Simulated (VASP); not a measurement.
# GaN (F-43m) in VASP: a series of runs

The runs below take GaN through single point, relaxation of cell and atoms, with PBEsol.

Program: VASP 6.6.1. These are calculated values, not measurements. Logs are shortened: lines on timing, memory, paths and dates and some standing lists are left out, and cuts for length are marked.

## 1. The cell of the first run

It takes space group F-43m (No. 216, cubic). Conventional cell: a = 4.498 Å, b = 4.498 Å, c = 4.498 Å, α = 90.00°, β = 90.00°, γ = 90.00°. Within 2.6 Å of Ga (site symmetry -43m) lie 4 N at 1.95 Å. Within 2.6 Å of N (site symmetry -43m) lie 4 Ga at 1.95 Å.

## 2. Single point, PBEsol

File INCAR:

```
SYSTEM = GaN
PREC = Accurate
ENCUT = 520
EDIFF = 1E-6
ISMEAR = 0
SIGMA = 0.01
LREAL = .FALSE.
LASPH = .TRUE.
NELM = 100
ALGO = Normal
ISIF = 2
LWAVE = .FALSE.
LCHARG = .FALSE.
GGA = PS
NBANDS = 16
```

File KPOINTS:

```
regular mesh
0
G
  8 8 8
  0 0 0
```

File POSCAR:

```
GaN
1.0
    0.0000000000      2.2490954011      2.2490954011
    2.2490954011      0.0000000000      2.2490954011
    2.2490954011      2.2490954011      0.0000000000
Ga N
1 1
Direct
    0.0000000000      0.0000000000      0.0000000000
    0.2500000000      0.2500000000      0.2500000000
```

Potentials or basis: VASP PAW PBE potentials, release 64 (Ga_d, N).

Run with:

```
> cat potpaw_PBE.64/Ga_d/POTCAR potpaw_PBE.64/N/POTCAR > POTCAR
> mpirun -np 1 vasp_std > vasp.out
```

OUTCAR:

```text
SYSTEM = GaN
   PREC = Accurate
   ENCUT = 520
   EDIFF = 1E-6
   ISMEAR = 0
   LREAL = .FALSE.
   LASPH = .TRUE.
   NELM = 100
   ISIF = 2
   GGA = PS

 ion  position               nearest neighbor table
   1  0.000  0.000  0.000-   2 1.95   2 1.95   2 1.95   2 1.95
   2  0.250  0.250  0.250-   1 1.95   1 1.95   1 1.95   1 1.95

  LATTYP: Found a face centered cubic cell.
 ALAT       =     4.4981908022

  Lattice vectors:

 A1 = (   0.0000000000,   2.2490954011,   2.2490954011)
 A2 = (   2.2490954011,   0.0000000000,   2.2490954011)
 A3 = (   2.2490954011,   2.2490954011,   0.0000000000)

Analysis of symmetry for initial positions (statically):
=====================================================================
 Subroutine PRICEL returns:
 Original cell was already a primitive cell.

 Routine SETGRP: Setting up the symmetry group for a
 face centered cubic supercell.

 Subroutine GETGRP returns: Found 24 space group operations
 (whereof 24 operations were pure point group operations)
 out of a pool of 48 trial point group operations.

The static configuration has the point symmetry T_d .

Analysis of symmetry for dynamics (positions and initial velocities):
=====================================================================
 Subroutine PRICEL returns:
 Original cell was already a primitive cell.

 Routine SETGRP: Setting up the symmetry group for a
 face centered cubic supercell.

 Subroutine GETGRP returns: Found 24 space group operations
 (whereof 24 operations were pure point group operations)
 out of a pool of 48 trial point group operations.

The dynamic configuration has the point symmetry T_d .

 Subroutine INISYM returns: Found 24 space group operations
 (whereof 24 operations are pure point group operations),
 and found     1 'primitive' translations

----------------------------------------------------------------------------------------

                                     Primitive cell

  volume of cell :      22.7538

  direct lattice vectors                    reciprocal lattice vectors
     0.000000000  2.249095401  2.249095401    -0.222311601  0.222311601  0.222311601
     2.249095401  0.000000000  2.249095401     0.222311601 -0.222311601  0.222311601
     2.249095401  2.249095401  0.000000000     0.222311601  0.222311601 -0.222311601

  length of vectors
     3.180701219  3.180701219  3.180701219     0.385054988  0.385054988  0.385054988

  position of ions in fractional coordinates (direct lattice)
     0.000000000  0.000000000  0.000000000
     0.250000000  0.250000000  0.250000000

  ion indices of the primitive-cell ions
   primitive index   ion index
                 1           1
                 2           2

----------------------------------------------------------------------------------------

 KPOINTS: regular mesh

Automatic generation of k-mesh.
 Grid dimensions read from file:
 generate k-points for:    8    8    8

 Generating k-lattice:

  Cartesian coordinates                     Fractional coordinates (reciprocal lattice)
    -0.027788950  0.027788950  0.027788950     0.125000000  0.000000000  0.000000000
     0.027788950 -0.027788950  0.027788950     0.000000000  0.125000000  0.000000000
     0.027788950  0.027788950 -0.027788950     0.000000000  0.000000000  0.125000000

  Length of vectors
     0.048131874  0.048131874  0.048131874

  Shift w.r.t. Gamma in fractional coordinates (k-lattice)
     0.000000000  0.000000000  0.000000000

 Subroutine IBZKPT returns following result:
 ===========================================

 Found     29 irreducible k-points:

 Following reciprocal coordinates:
            Coordinates               Weight
  0.000000  0.000000  0.000000      1.000000
  0.125000  0.000000  0.000000      8.000000
  0.250000  0.000000  0.000000      8.000000
  0.375000  0.000000  0.000000      8.000000
  0.500000  0.000000  0.000000      4.000000
  0.125000  0.125000  0.000000      6.000000
[... 16 lines left out ...]
  0.500000  0.250000  0.125000     48.000000
 -0.375000  0.250000  0.125000     24.000000
 [... further k-points ...]
   k-points           NKPTS =     29   k-points in BZ     NKDIM =     29   number of bands    NBANDS=     16
   number of dos      NEDOS =    301   number of ions     NIONS =      2
   total plane-waves  NPLWV =  13824
   dimension x,y,z NGX =    24 NGY =   24 NGZ =   24
   dimension x,y,z NGXF=    48 NGYF=   48 NGZF=   48
   ions per type =               1   1
   NGX,Y,Z   is equivalent  to a cutoff of  12.54, 12.54, 12.54 a.u.
   NGXF,Y,Z  is equivalent  to a cutoff of  25.09, 25.09, 25.09 a.u.
 SYSTEM =  GaN
   PREC   = accura    normal or accurate (medium, high low for compatibility)
   ISTART =      0    job   : 0-new  1-cont  2-samecut
   ICHARG =      2    charge: 1-file 2-atom 10-const
   ISPIN  =      1    spin polarized calculation?
   LNONCOLLINEAR =      F non collinear calculations
   LSORBIT =      F    spin-orbit coupling
   LASPH  =      T    aspherical Exc in radial PAW
   ENCUT  =  520.0 eV  38.22 Ry    6.18 a.u.   5.91  5.91  5.91*2*pi/ulx,y,z
   NELM   =    100;   NELMIN=  2; NELMDL= -5     # of ELM steps
   EDIFF  = 0.1E-05   stopping-criterion for ELM
   LREAL  =      F    real-space projection
   EDIFFG = 0.1E-04   stopping-criterion for IOM
   NSW    =      0    number of steps for IOM
   IBRION =     -1    ionic relax: 0-MD 1-quasi-New 2-CG
   NFREE  =      0    steps in history (QN), initial steepest desc. (CG)
   ISIF   =      2    stress and relaxation
   ISYM   =      2    0-nonsym 1-usesym 2-fastsym
   POTIM  = 0.5000    time-step for ionic-motion
   TEBEG  =    0.0;   TEEND  =   0.0 temperature during run
   PSTRESS=    0.0 pullay stress
   NELECT =      18.0000    total number of electrons
   NUPDOWN=      -1.0000    fix difference up-down
   EMIN   =  10.00;   EMAX   =-10.00  energy-range for DOS
   EFERMI =   0.00;   METHOD = LEGACY
   ISMEAR =     0;   SIGMA  =   0.01  broadening in eV -4-tet -1-fermi 0-gaus
   EFERMI_NEDOS =   21; number of points for ismear=-14 and -15
   IALGO  =     38    algorithm
   IMIX   =      4    mixing-type and parameters
     AMIX     =   0.40;   BMIX     =  1.00
     AMIX_MAG =   1.60;   BMIX_MAG =  1.00
  volume/ion in A,a.u.               =      11.38        76.78
  Fermi-wavevector in a.u.,A,eV,Ry     =   1.514076  2.861190 31.190368  2.292427
  Thomas-Fermi vector in A             =   2.623782
   LORBIT       =      0    0 simple, 1 ext, 2 COOP (PROOUT), +10 PAW based schemes
   GGA     = PS    functional components
   LHFCALC =     F    Hartree Fock is set to
   AEXX    =    0.0000 exact exchange contribution
   IVDW    =     0    specifies the selected vdW correction
   LEPSILON=     F    determine dielectric tensor
   LRPA    =     F    only Hartree local field effects (RPA)
 non-spin polarized calculation
 Gauss-broadening in eV      SIGMA  =   0.01
  energy-cutoff  :      520.00
  volume of cell :       22.75
 maximum number of plane-waves:       620
   NGX = 11   NGY = 11   NGZ = 11

 number of electron      18.0000008 magnetization

 Free energy of the ion-electron system (eV)
  ---------------------------------------------------
  ext. energy  EPLUGINS =         0.00000000
  ---------------------------------------------------
  free energy    TOTEN  =       -13.12206803 eV

  energy without entropy =      -13.12206803  energy(sigma->0) =      -13.12206803

 E-fermi :   5.3760     XC(G=0): -11.9334

 val. band max:        5.2141014529   @ k =   0.0000   0.0000   0.0000
 cond. band min:       6.9343528153   @ k =   0.0000   0.0000   0.0000
 fundamental gap:      1.7202513624
 Fermi energy:         5.3760292774

 k-point     1 :       0.0000    0.0000    0.0000
  band No.  band energies     occupation
      1     -10.7687      2.00000
      2      -8.1947      2.00000
      3      -8.1947      2.00000
      4      -8.1947      2.00000
      5      -7.8637      2.00000
      6      -7.8637      2.00000
[... 8 lines left out ...]
     15      23.9499      0.00000
     16      23.9499      0.00000

 k-point     2 :       0.1250    0.0000    0.0000
  band No.  band energies     occupation
      1     -10.5940      2.00000
      2      -8.1735      2.00000
      3      -8.1735      2.00000
      4      -8.1334      2.00000
      5      -7.8654      2.00000
      6      -7.8654      2.00000
[... 8 lines left out ...]
     15      22.3770      0.00000
     16      22.3770      0.00000

 k-point     3 :       0.2500    0.0000    0.0000
  band No.  band energies     occupation
      1     -10.1997      2.00000
      2      -8.1319      2.00000
      3      -8.1319      2.00000
      4      -7.8589      2.00000
      5      -7.8589      2.00000
      6      -7.8391      2.00000
[... 8 lines left out ...]
     15      21.9948      0.00000
     16      21.9948      0.00000

 k-point     4 :       0.3750    0.0000    0.0000
  band No.  band energies     occupation
      1      -9.8959      2.00000
      2      -8.1085      2.00000
      3      -8.1085      2.00000
      4      -7.8325      2.00000
      5      -7.8325      2.00000
      6      -7.1474      2.00000
[... 8 lines left out ...]
     15      23.4202      0.00000
     16      23.4202      0.00000
[... 324 lines left out ...]
 k-point    22 :       0.3750    0.2500    0.1250
  band No.  band energies     occupation
      1      -9.9528      2.00000
      2      -8.0881      2.00000
      3      -8.0678      2.00000
      4      -7.9505      2.00000
      5      -7.8354      2.00000
      6      -7.4783      2.00000
[... 8 lines left out ...]
     15      24.2580      0.00000
     16      26.4791      0.00000

 k-point    23 :       0.5000    0.2500    0.1250
  band No.  band energies     occupation
      1      -9.7598      2.00000
      2      -8.0823      2.00000
      3      -8.0358      2.00000
      4      -7.9137      2.00000
      5      -7.8284      2.00000
      6      -6.7700      2.00000
[... 8 lines left out ...]
     15      24.3473      0.00000
     16      26.2847      0.00000

 k-point    24 :      -0.3750    0.2500    0.1250
  band No.  band energies     occupation
      1      -9.7026      2.00000
      2      -8.0881      2.00000
      3      -8.0236      2.00000
      4      -7.8855      2.00000
      5      -7.8301      2.00000
      6      -6.2958      2.00000
[... 8 lines left out ...]
     15      23.9259      0.00000
     16      26.2133      0.00000

 [... further k-points ...]

------------------------ aborting loop because EDIFF is reached ----------------------------------------

  FORCE on cell =-STRESS in cart. coord.  units (eV):
  Direction    XX          YY          ZZ          XY          YZ          ZX
  --------------------------------------------------------------------------------------
  -------------------------------------------------------------------------------------
  Total       -0.0331319     -0.0331319     -0.0331319      0.0000000      0.0000000      0.0000000
  in kB       -2.3329382     -2.3329382     -2.3329382      0.0000000      0.0000000      0.0000000
  external PRESSURE =      -2.3329382 kB  Pullay stress =       0.0000000 kB

 VOLUME and BASIS-vectors are now :
 -----------------------------------------------------------------------------
  energy-cutoff  :      520.00
  volume of cell :       22.75
      direct lattice vectors                 reciprocal lattice vectors
     0.000000000  2.249095401  2.249095401    -0.222311601  0.222311601  0.222311601
     2.249095401  0.000000000  2.249095401     0.222311601 -0.222311601  0.222311601
     2.249095401  2.249095401  0.000000000     0.222311601  0.222311601 -0.222311601

 POSITION                                       TOTAL-FORCE (eV/Angst)
 -----------------------------------------------------------------------------------
      0.00000      0.00000      0.00000        -0.000000     -0.000000     -0.000000
      1.12455      1.12455      1.12455         0.000000      0.000000      0.000000
 -----------------------------------------------------------------------------------
    total drift:                                0.000001      0.000001      0.000001

  FREE ENERGIE OF THE ION-ELECTRON SYSTEM (eV)
  ---------------------------------------------------
  free  energy   TOTEN  =       -13.1220680325 eV

  energy  without entropy=      -13.1220680325  energy(sigma->0) =      -13.12206803
```

It took 20 s on 1 thread of Intel Xeon 8259CL, shared host; peak memory 0.14 GiB.

What came out:

| Property | Result |
| --- | --- |
| Free energy | -13.1221 eV |
| Pressure | -0.2 GPa |
| Band gap on the k mesh | 1.72 eV |

Levels at points of the mesh, in eV from the valence-band top:
| k point | band 7 | band 8 | band 9 | band 10 | band 11 | band 12 |
| --- | --- | --- | --- | --- | --- | --- |
| (0.00, 0.00, 0.00) | 0.00 | 0.00 | 0.00 | 1.72 | 10.24 | 10.24 |
| (0.50, 0.00, 0.00) | -7.15 | -0.99 | -0.99 | 4.60 | 8.66 | 10.29 |
| (0.50, 0.50, 0.00) | -6.20 | -2.75 | -2.75 | 3.23 | 6.60 | 11.62 |

Caveat: the PAW data sets were made with another functional, which shifts forces and pressure a little.

## 3. Relaxation of cell and atoms, PBEsol

This run uses another cell than the first one, of 11.44 Å³/atom.

File INCAR:

```
PREC = Accurate
ENCUT = 600
EDIFF = 1E-7
ISMEAR = 0
SIGMA = 0.01
LREAL = False
LASPH = True
NELM = 80
ALGO = Normal
ISIF = 3
LWAVE = False
LCHARG = False
GGA = PS
IBRION = 2
NSW = 100
EDIFFG = -0.002
```

File KPOINTS:

```
Automatic mesh
0
Gamma
  8 8 8
```

File POSCAR:

```
GaN
1.0
    0.0000000000      2.2535006075      2.2535006075
    2.2535006075      0.0000000000      2.2535006075
    2.2535006075      2.2535006075      0.0000000000
Ga N
1 1
Direct
    0.0000000000      0.0000000000      0.0000000000
    0.2500000000      0.2500000000      0.2500000000
```

Potentials or basis: VASP PAW PBE potentials, release 64 (Ga_d, N).

Run with:

```
> cat potpaw_PBE.64/Ga_d/POTCAR potpaw_PBE.64/N/POTCAR > POTCAR
> mpirun -np 1 vasp_std > vasp.out
```

Run time: 92 s. Hardware: 1 thread of Intel Xeon 8259CL, shared host; peak memory 0.17 GiB.

The run converged. Its results:

```yaml
Free_energy: -13.1241 eV
Relaxed_volume: 11.35 Å³/atom
Relaxed_cell: a = 3.179 Å, b = 3.179 Å, c = 3.179 Å, α = 60.00°, β = 60.00°, γ = 60.00°
Space_group_after_relaxing_to_0.1_Å: F-43m (No. 216)
Energy_gained_by_relaxing: 0.4 meV/atom
Ionic_steps: 7
Pressure_after_relaxing: 0.0 GPa
Band_gap_on_the_k_mesh: 1.73 eV
```

Step by step:
```tsv
step	energy change (eV)	largest force (eV/Å)	pressure (GPa)	volume (Å³)
1	0.0000	0.0000	-1.51	22.89
2	-0.0001	0.0000	1.45	22.53
3	-0.0009	0.0000	-0.17	22.71
4	-0.0008	0.0000	0.17	22.69
5	-0.0009	0.0000	0.06	22.70
6	-0.0009	0.0000	0.03	22.70
7	-0.0009	0.0000	-0.03	22.71
```

Final structure:
```
Ga N
1.0
     0.00000    2.24757    2.24757
     2.24757    0.00000    2.24757
     2.24757    2.24757    0.00000
Ga N
1 1
Direct
  0.00000 0.00000 0.00000
  0.25000 0.25000 0.25000
```

Levels at points of the mesh, in eV from the valence-band top:
```
           k point  band 5  band 6  band 7  band 8  band 9  band 10  band 11  band 12  band 13
(0.00, 0.00, 0.00)  -13.08  -13.08    0.00    0.00    0.00     1.73    10.25    10.25    10.25
(0.50, 0.00, 0.00)  -13.03  -11.83   -7.17   -0.99   -0.99     4.62     8.67    10.30    10.30
(0.50, 0.50, 0.00)  -13.00  -11.40   -6.21   -2.76   -2.76     3.23     6.61    11.63    13.96
```

Caveat: the PAW data sets were made with another functional, which shifts forces and pressure a little.
